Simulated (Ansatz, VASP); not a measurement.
One calculation of RbBr, two programs

```xyz
2
Lattice="0.0000 3.4502 3.4502 3.4502 0.0000 3.4502 3.4502 3.4502 0.0000" Properties=species:S:1:pos:R:3 pbc="T T T"
Rb    0.0000    0.0000    0.0000
Br    3.4502    3.4502    3.4502
```

Change from the starting cell: volume scaled by 1.02, crystal datasets.

Alike in both runs: task electric field gradients; functional PBEsol; k mesh 7 × 7 × 7; occupations fermi-dirac, width 0.03 eV; no spin polarisation.

```csv
,VASP,Ansatz
version,VASP 6.6.1,Ansatz 0.2.0
potentials or method,"VASP PAW PBE potentials, release 64 (Rb_sv, Br), cutoff 520 eV","all-electron PAW with datasets made for the crystal, scalar-relativistic"
```

|  | VASP | Ansatz | Ansatz less VASP |
| --- | --- | --- | --- |
| gap on the k mesh at the Fermi level (eV) | 4.17 | 4.17 | +0.002 |
| pressure (GPa) | -0.3 | -0.3 | -0.03 |

VASP's potentials were made for PBE, not for PBEsol. Ansatz ran all-electron here, and VASP with PAW potentials.
